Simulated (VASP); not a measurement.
A run of VASP 6.6.1:

Contents of INCAR:

```
SYSTEM = CoO
PREC = Accurate ; ENCUT = 520
EDIFF = 1E-6 ; ISMEAR = 0
SIGMA = 0.05 ; LREAL = .FALSE.
LASPH = .TRUE. ; NELM = 150
ALGO = Normal ; ISIF = 2
LWAVE = .FALSE. ; LCHARG = .FALSE.
LNONCOLLINEAR = .TRUE. ; MAGMOM = 2.86 0 0 0.62 0 0
LORBIT = 11 ; LSORBIT = .TRUE.
GGA_COMPAT = .FALSE. ; LORBMOM = .TRUE.
LMAXMIX = 4 ; LDAU = .TRUE.
LDAUTYPE = 2 ; LDAUL = 2 -1
LDAUU = 4 0 ; LDAUJ = 0 0
LDAUPRINT = 1 ; NBANDS = 27
```

The input KPOINTS:

```
regular mesh
0
G
  8 8 8
  0 0 0
```

Contents of POSCAR:

```
CoO
1.0
    0.0000000000      2.1315016600      2.1315016600
    2.1315016600      0.0000000000      2.1315016600
    2.1315016600      2.1315016600      0.0000000000
Co O
1 1
Direct
    0.0000000000      0.0000000000      0.0000000000
    0.5000000000      0.5000000000      0.5000000000
```

Potentials or basis: VASP PAW LDA potentials, release 64 (Co, O).

Launch:

```console
$ cat potpaw_LDA.64/Co/POTCAR potpaw_LDA.64/O/POTCAR > POTCAR
$ mpirun -np 1 vasp_ncl > vasp.out
```

Hardware: 1 thread of Intel(R) Xeon(R) Platinum 8488C (Sapphire Rapids), on a shared host.

Problem. How long does it take, and how much memory?

Solution. Run time: 74 s on 1 thread of Intel(R) Xeon(R) Platinum 8488C (Sapphire Rapids) (shared host), peak memory 0.21 GiB. Counts: scf iterations 18, k points 78.
